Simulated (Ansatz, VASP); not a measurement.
CaSe in VASP and in Ansatz

Contents of POSCAR:

```
CaSe
1.0
    0.0000000000     -2.9560000000     -2.9560000000
    2.9560000000      0.0000000000     -2.9560000000
    2.9560000000     -2.9560000000      0.0000000000
Ca Se
1 1
Direct
    0.0000000000      0.0000000000      0.0000000000
    0.5000000000      0.5000000000      0.5000000000
```

The input INCAR.step1:

```
SYSTEM = CaSe
PREC = Accurate
ENCUT = 520
ISMEAR = 0
SIGMA = 0.1
LREAL = .FALSE.
LASPH = .TRUE.
NELM = 60
NBANDS = 15
GGA = PE
ALGO = Normal
EDIFF = 1E-4
LWAVE = .TRUE.
LCHARG = .FALSE.
```

Contents of INCAR.step2:

```
SYSTEM = CaSe
PREC = Accurate
ENCUT = 520
EDIFF = 1E-7
ISMEAR = 0
SIGMA = 0.1
LREAL = .FALSE.
LASPH = .TRUE.
NELM = 60
ALGO = Normal
ISIF = 2
LWAVE = .FALSE.
LCHARG = .TRUE.
METAGGA = R2SCAN
LMIXTAU = .TRUE.
LELF = .TRUE.
LVHAR = .TRUE.
NBANDS = 15
ISTART = 1
```

The input KPOINTS:

```
Automatic mesh
0
G
  6 6 6
  0 0 0
```

Input for Ansatz:

```yaml
crystal:
  lattice:
    - [0.0, -2.956, -2.956]
    - [2.956, 0.0, -2.956]
    - [2.956, -2.956, 0.0]
  atoms:
    - { symbol: Ca, position: [0.0, 0.0, 0.0] }
    - { symbol: Se, position: [0.5, 0.5, 0.5] }
basis:
  ecutwfc: 500
kpoints:
  mp_grid: { grid: [6, 6, 6] }
hamiltonian:
  xc: r2scan
scf:
  occupations: { method: gaussian, width: 0.1 }
output:
  forces: true
  stress: true
  eigenvalues: true
```

Alike in both runs: task single point; functional r2SCAN; k mesh 6 × 6 × 6; occupations gaussian, width 0.1 eV; no spin polarisation.

|  | VASP | Ansatz |
| --- | --- | --- |
| version | VASP 6.6.1 | Ansatz 0.2.0 |
| potentials or method | VASP PAW PBE potentials, release 64 (Ca_sv, Se), cutoff 520 eV | scalar-relativistic, plane waves, PAW |
| valence electrons in the cell | 16 | 26 |

Ansatz gave:

| Item | Value |
| --- | --- |
| gap on the k mesh at the Fermi level (eV) | 2.49 |
| least direct gap on the mesh (eV) | 3.44 |
| pressure (GPa) | 0.6 |

Question: Estimate VASP's values.

Answer: gap on the k mesh at the Fermi level (eV): 2.49; least direct gap on the mesh (eV): 3.44; pressure (GPa): 0.9.

VASP's potentials were made for PBE, not for r2SCAN. With one functional, cell and mesh, what is left measures potentials, basis and numerics. VASP's potentials hold 16 valence electrons a cell and Ansatz's 26, so a difference there can come from the potentials and not from the codes.
